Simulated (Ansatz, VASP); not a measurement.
ZnO in VASP and in Ansatz

File INCAR:

```
SYSTEM = ZnO
  PREC = Accurate
  ENCUT = 520
  EDIFF = 1E-6
  ISMEAR = -1
  SIGMA = 0.02
  LREAL = .FALSE.
  LASPH = .TRUE.
  NELM = 60
  ALGO = Normal
  ISIF = 2
  LWAVE = .FALSE.
  LCHARG = .TRUE.
  GGA = CA
  LELF = .TRUE.
  LVHAR = .TRUE.
  NBANDS = 26
```

KPOINTS

```
regular mesh
0
G
  11 11 6
  0 0 0
```

The input POSCAR:

```
ZnO
1.0
    3.1519167622      0.0000000000      0.0000000000
   -1.5759583810      2.7296399866      0.0000000000
    0.0000000000      0.0000000000      5.2038000000
Zn O
2 2
Direct
    0.3333333333      0.6666666667      0.0000000000
    0.6666666667      0.3333333333      0.5000000000
    0.3333333333      0.6666666667      0.3821000000
    0.6666666667      0.3333333333      0.8821000000
```

Input for Ansatz:

```yaml
crystal:
  lattice:
    - [3.1519167622, 0.0, 0.0]
    - [-1.575958381, 2.7296399866, 0.0]
    - [0.0, 0.0, 5.2038]
  atoms:
    - { symbol: Zn, position: [0.3333333333, 0.6666666667, 0.0] }
    - { symbol: Zn, position: [0.6666666667, 0.3333333333, 0.5] }
    - { symbol: O, position: [0.3333333333, 0.6666666667, 0.3821] }
    - { symbol: O, position: [0.6666666667, 0.3333333333, 0.8821] }
kpoints:
  mp_grid: { grid: [11, 11, 6] }
  band_path:
    path:
      - [0.0, 0.0, 0.0]
      - [0.5, 0.0, 0.0]
      - [0.3333333333, 0.3333333333, 0.0]
      - [0.0, 0.0, 0.0]
      - [0.0, 0.0, 0.5]
      - [0.5, 0.0, 0.5]
      - [0.3333333333, 0.3333333333, 0.5]
      - [0.0, 0.0, 0.5]
      - [0.5, 0.0, 0.5]
    npoints: 5
scf:
  occupations: { method: fermi_dirac, width: 0.02 }
hamiltonian:
  xc: lda
  pseudopotentials: { kind: all_electron, lapw: { basis_error: 0.0005 } }
output:
  forces: true
  stress: true
  eigenvalues: true
```

Change from the starting cell: equal xx and yy strain of -3 %.

Alike in both runs: task single point; functional LDA; k mesh 11 × 11 × 6; occupations fermi-dirac, width 0.02 eV; no spin polarisation.

```csv
,VASP,Ansatz
version,VASP 6.6.1,Ansatz 0.2.0
potentials or method,"VASP PAW LDA potentials, release 64 (Zn, O), cutoff 520 eV","all-electron LAPW, scalar-relativistic"
```

VASP gave:

* gap on the k mesh at the Fermi level (eV): 0.79
* pressure (GPa): 3.6
* traceless stress, the component that is largest in VASP (GPa): -5.14
* rms of the force components (eV/Å): 0.201

What did Ansatz give for the same quantities?

gap on the k mesh at the Fermi level (eV): 0.80; pressure (GPa): 2.4; traceless stress, the component that is largest in VASP (GPa): -4.91; rms of the force components (eV/Å): 0.189.

LDA's correlation is that of Perdew and Zunger in VASP and of Perdew and Wang (1992) in Ansatz. Atom by atom the forces differ by 0.012 eV/Å (rms over components). Ansatz ran all-electron here, and VASP with PAW potentials.
